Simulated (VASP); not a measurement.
**Ni2C3: relaxation of cell and atoms with PBE**

Crystal: Ni2C3.

```xyz
5
Lattice="3.1277 0.0000 0.0000 -1.5639 2.7087 0.0000 0.0000 0.0000 4.8662" Properties=species:S:1:pos:R:3 pbc="T T T"
Ni    0.0000    1.8058    1.1922
Ni    1.5639    0.9029    3.6740
C     0.0000    0.0000    0.0000
C     0.0000    1.8058    3.1387
C     1.5639    0.9029    1.7275
```

```yaml
Program: VASP 6.6.1
Task: relaxation of cell and atoms
Functional: PBE
Potentials_or_basis: VASP PAW PBE potentials, release 64 (Ni, C)
Cutoff: 600 eV
k_mesh: 6 × 6 × 4
Occupations: gaussian, width 0.1 eV
Spin: no spin polarisation
Dipole_correction: no
Further_INCAR_settings: ALGO = Normal; EDIFF = 1e-06; IBRION = 2; EDIFFG = -0.04; NSW = 90; ISIF = 3
```

```json
{
 "Relaxed volume": "8.24 Å³/atom",
 "Relaxed cell": "a = 2.581 Å, b = 2.581 Å, c = 7.140 Å, α = 90.00°, β = 90.00°, γ = 120.00°",
 "Space group after relaxing (to 0.05 Å)": "P-3m1 (No. 164)",
 "Energy gained by relaxing": "1160.1 meV/atom",
 "Ionic steps": "34",
 "Pressure after relaxing": "0.2 GPa",
 "Largest force after relaxing": "0.038 eV/Å",
 "Band gap on the k mesh": "zero (band 16 reaches 9.86 eV, above the bottom of band 17 at 9.09 eV)"
}
```

Forces in eV/Å, atoms in the order of the input:
```
Ni   0.000  0.000  0.001
Ni   0.000  0.000 -0.001
C    0.000  0.000  0.000
C    0.000  0.000  0.038
C    0.000  0.000 -0.038
```

Stress tensor (GPa, compression positive):
```
0.28 0.00 0.00
0.00 0.28 0.00
0.00 0.00 0.14
```

The path:
```
step  energy change (eV)  largest force (eV/Å)  pressure (GPa)  volume (Å³)
   1              0.0000                1.4460           14.29        41.23
   2             -0.2190                0.8741          -13.77        45.77
   3             -0.2530                0.9529           -7.35        44.48
   4             -0.5201                1.2121           -8.82        43.74
   5             -1.4708                2.7527           -6.76        41.50
   6             -1.1279                8.4682           69.08        37.01
   7             -2.0801                2.7448            4.15        40.22
   8             -2.0684                4.6195           36.18        38.19
   9             -2.2630                2.7132           15.64        39.32
  10             -2.3235                2.8078           16.69        39.28
  11             -2.4722                3.1181           20.52        39.14
  12             -2.6139                4.4439           31.78        38.83
  13             -2.9159                4.3171           28.52        39.30
  14             -3.7274                4.1415           20.46        40.66
  15             -3.9749                4.3701           10.34        43.26
  16             -4.1968                4.1915           14.40        42.09
  17             -4.2036                4.2264           13.51        42.31
  18             -4.5031                3.0916            5.52        42.85
  19             -4.8306                0.9482           -9.85        44.12
  20             -4.8424                0.5957          -12.47        44.38
  21             -5.0219                0.4918           -9.86        43.59
  22             -5.4456                0.4286            0.01        41.23
  23             -5.3328                0.4240           36.28        36.46
  24             -5.5719                0.2952           11.40        39.33
  25             -5.5755                0.3302           13.81        38.96
  26             -5.7327                0.3203            4.47        39.82
  27             -5.7448                0.5467            1.25        40.18
  28             -5.7455                0.5023            1.73        40.12
  29             -5.7647                0.3874            0.86        40.37
  30             -5.7926                0.0897           -1.30        41.12
  31             -5.7935                0.0453           -1.61        41.27
  32             -5.7977                0.1266            2.21        40.93
  33             -5.7982                0.0850            1.20        41.02
  34             -5.8006                0.0380            0.23        41.20
```

Final structure:
```
Ni C
1.0
     2.58139    0.00000    0.00000
    -1.29069    2.23555    0.00000
     0.00000    0.00000    7.13985
Ni C
2 3
Direct
  0.33333 0.66667 0.16993
  0.66667 0.33333 0.83007
  0.00000 0.00000 0.00000
  0.33333 0.66667 0.49442
  0.66667 0.33333 0.50558
```

Levels at points of the mesh, in eV from the Fermi level:
```csv
k point,band 12,band 13,band 14,band 15,band 16,band 17,band 18,band 19,band 20
"(0.00, 0.00, 0.00)",-2.15,-2.15,-1.99,-1.99,-0.98,-0.66,3.98,3.98,6.04
"(0.50, 0.00, 0.00)",-2.19,-2.09,-1.30,-1.24,-0.67,-0.26,1.08,2.58,4.52
"(0.00, 0.00, 0.50)",-2.20,-2.20,-1.96,-1.96,-1.90,1.91,3.01,4.00,4.00
"(0.50, 0.00, 0.50)",-2.04,-1.55,-1.43,-1.30,-1.24,0.03,0.62,2.54,4.55
```

Wall time 10 min on 1 thread of AMD EPYC 7R13 Processor (Zen 3) (shared host), peak memory 0.17 GiB.

Caveat: the k points lie up to 0.47 Å⁻¹ apart in the final cell. Spin polarisation is off, so any magnetic state and its effect on volume and gap are missing.
